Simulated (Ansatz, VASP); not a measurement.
**Two plane-wave programs on TiSi**

INCAR

```
SYSTEM = TiSi
PREC = Accurate ; ENCUT = 520
EDIFF = 1E-6 ; ISMEAR = 0
SIGMA = 0.15 ; LREAL = .FALSE.
LASPH = .TRUE. ; NELM = 80
ALGO = Normal ; ISIF = 2
LWAVE = .FALSE. ; LCHARG = .FALSE.
GGA = PS ; NBANDS = 15
```

File KPOINTS:

```
regular mesh
0
G
  18 18 12
  0 0 0
```

POSCAR

```
TiSi
1.0
    1.7616926600     -2.0540952800      0.0000000000
    1.7616926600      2.0540952800      0.0000000000
    0.0000000000      0.0000000000      3.8609930100
Ti Si
1 1
Direct
    0.5000000000      0.5000000000      0.0000000000
    0.0000000000      0.0000000000      0.5000000000
```

Input for Ansatz:

```yaml
crystal:
  lattice:
    - [1.76169266, -2.05409528, 0.0]
    - [1.76169266, 2.05409528, 0.0]
    - [0.0, 0.0, 3.86099301]
  atoms:
    - { symbol: Ti, position: [0.5, 0.5, 0.0] }
    - { symbol: Si, position: [0.0, 0.0, 0.5] }
basis:
  ecutwfc: 420
kpoints:
  mp_grid: { grid: [18, 18, 12] }
hamiltonian:
  xc: pbesol
scf:
  occupations: { method: gaussian, width: 0.15 }
output:
  forces: true
  stress: true
  eigenvalues: true
```

Change from the starting cell: strain -0.030 along x and y, +0.015 along z, atoms carried along.

Alike in both runs: task single point; functional PBEsol; k mesh 18 × 18 × 12; occupations gaussian, width 0.15 eV; no spin polarisation.

|  | VASP | Ansatz |
| --- | --- | --- |
| version | VASP 6.6.1 | Ansatz 0.2.0 |
| potentials or method | VASP PAW PBE potentials, release 64 (Ti_sv, Si), cutoff 520 eV | scalar-relativistic, plane waves, PAW |
| valence electrons in the cell | 16 | 16 |

|  | VASP | Ansatz | Ansatz less VASP |
| --- | --- | --- | --- |
| gap on the k mesh at the Fermi level (eV) | none | none | - |
| pressure (GPa) | 1.4 | 1.4 | -0.03 |
| traceless stress, the component that is largest in VASP (GPa) | -2.73 | -2.80 | -0.076 |

VASP's potentials were made for PBE, not for PBEsol. A gap of «none» marks a metal or a gap that the smearing closes.
